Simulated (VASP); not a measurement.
Set up this calculation in VASP 6.6.1, as the native input.

```
Task                   : single point
Functional             : PBE
Potentials or basis    : VASP PAW PBE potentials, release 64 (Mo_sv, S)
Cutoff                 : 520 eV
k mesh                 : 7 × 4 × 6
Occupations            : fermi-dirac, width 0.1 eV
Spin                   : collinear spin
Starting moments       : [2.0, -2.0, 0.0, 0.0, 0.0, 0.0] μB
Hubbard terms          : Mo d U = 2.9 eV
Dipole correction      : no
Further INCAR settings : ALGO = Normal; EDIFF = 1e-06; NBANDS = 39
```

The structure of MoS2 lies in POSCAR:

```
MoS2
1.0
   -1.5799999400     -0.9122133900     -6.1100000000
    1.5799999400      0.9122133900    -12.2200000000
    1.5799999400     -2.7366401700      0.0000000000
Mo S
2 4
Direct
    0.0000000000      0.0000000000      0.0000000000
    0.0000000000      0.5000000000      0.5000000000
    0.7500000000      0.7500000000      0.0000000000
    0.7500000000      0.2500000000      0.5000000000
    0.5830000000      0.5830000000      0.0000000000
    0.5830000000      0.0830000000      0.5000000000
```

These files were run (other wordings do the same):

INCAR

```
ALGO = Normal ; EDIFF = 1E-6
ENCUT = 520 ; GGA = PE
ISIF = 2 ; ISMEAR = -1
ISPIN = 2 ; LASPH = True
LCHARG = True ; LDAU = True
LDAUJ = 0 0 ; LDAUL = 2 -1
LDAUPRINT = 1 ; LDAUTYPE = 2
LDAUU = 2.9 0 ; LELF = True
LMAXMIX = 4 ; LORBIT = 11
LREAL = False ; LVHAR = True
LWAVE = False ; MAGMOM = 2 -2 0 0 0 0
NBANDS = 39 ; NELM = 150
PREC = Accurate ; SIGMA = 0.1
```

KPOINTS

```
k-points
0
Gamma
  7 4 6
```

Potentials or basis: VASP PAW PBE potentials, release 64 (Mo_sv, S).

Run with:

```sh
$ cat potpaw_PBE.64/Mo_sv/POTCAR potpaw_PBE.64/S/POTCAR > POTCAR
$ mpirun -np 1 vasp_std > vasp.out
```

Results of the run:

| Property | Result |
| --- | --- |
| Pressure | 8.1 GPa |
| Largest force | 0.902 eV/Å |
| Band gap on the k mesh | 0.97 eV |
| Net moment | 0.00 μB per cell |
| Valence electrons inside the program's atomic spheres | Mo 12.48; S 3.73 |

Caveat: the cell stands under pressure.

Run time: 17 min on 1 thread of Intel(R) Xeon(R) Platinum 8375C CPU @ 2.90GHz (Ice Lake), on a shared host, peak memory 0.61 GiB.
